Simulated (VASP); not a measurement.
Runs of VASP 6.6.1 on Sc. The structure is that of space group Fm-3m (No. 225), or close to it. The cells are those of the table. This isn't the form of Sc at room conditions, which is hcp.

| task | spin | cell | k mesh | gap on the mesh (eV) | pressure (GPa) |
| --- | --- | --- | --- | --- | --- |
| single point | off | a = 3.397 Å, angles 60.0°, 1 atom | 13 × 13 × 13 | none | -4.8 |
| single point | off | a = 3.271 Å, angles 60.0°, 1 atom | 12 × 12 × 12 | none | 0.1 |
| single point | off | a = 3.271 Å, angles 60.0°, 1 atom | 13 × 13 × 13 | none | 0.0 |
| single point | off | a = 3.182 Å, angles 60.0°, 1 atom | 13 × 13 × 13 | none | (a) |
| single point | off | a = 3.135 Å, angles 60.0°, 1 atom | 13 × 13 × 13 | none | 8.0 |
| single point | non-collinear, zero start, SOC | a = 3.271 Å, angles 60.0°, 1 atom | 12 × 12 × 12 | - | 0.1 |
| single point | off | a = 3.227 Å, angles 60.0°, 1 atom | 13 × 13 × 13 | none | 2.3 |
| relaxation of cell and atoms | off | relaxed from a = 3.282 Å, angles 60.0°, 1 atom | 12 × 12 × 12 | none | 0.0 |

Alike in all rows: level PBE; potentials or basis VASP PAW PBE potentials, release 64 (Sc_sv); cutoff (eV) 500; smearing fermi-dirac 0.1 eV.

Estimate the missing entries.

(a) 4.9.

Caveats: the cell stands under pressure (at least some runs); the cell stands under tension (at least some runs).

A gap of «none» marks levels without a gap at the run's occupations.
